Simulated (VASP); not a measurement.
Set up this calculation in VASP 6.6.1, as the native input.

* Task: single point
* Functional: PBE
* Potentials or basis: VASP PAW PBE potentials, release 64 (Sr_sv)
* Cutoff: 520 eV
* k mesh: 14 × 14 × 14
* Occupations: gaussian, width 0.15 eV
* Spin: no spin polarisation
* Dipole correction: no
* Further INCAR settings: ALGO = Fast; EDIFF = 1e-06; NBANDS = 11

The structure of Sr lies in POSCAR:

```
Sr
1.0
    0.0000000000      3.1944675000      3.1184087500
    3.1944675000      0.0000000000      3.1184087500
    3.1944675000      3.1944675000      0.0000000000
Sr
1
Direct
    0.0000000000      0.0000000000      0.0000000000
```

This cell differs from its parent crystal: strain +0.050 along x and y, +0.025 along z.

The input as run:

INCAR

```
ALGO = Fast
EDIFF = 1E-6
ENCUT = 520
GGA = PE
ISIF = 2
ISMEAR = 0
LASPH = True
LCHARG = True
LELF = True
LREAL = False
LVHAR = True
LWAVE = False
NBANDS = 11
NELM = 80
PREC = Accurate
SIGMA = 0.15
```

KPOINTS

```
k-points
0
Gamma
  14 14 14
```

Potentials or basis: VASP PAW PBE potentials, release 64 (Sr_sv).

Run with:

```sh
$ cat potpaw_PBE.64/Sr_sv/POTCAR > POTCAR
$ mpirun -np 1 vasp_std > vasp.out
```

Results of the run:

The pressure is -1.4 GPa and the band gap on the k mesh is zero (band 5 reaches 1.23 eV, above the bottom of band 6 at 1.04 eV).

Caveat: the cell differs from its parent crystal (strain +0.050 along x and y, +0.025 along z).

Wall time 2.7 min on 1 thread of Intel(R) Xeon(R) 6975P-C (Granite Rapids), on a shared host, peak memory 0.33 GiB.
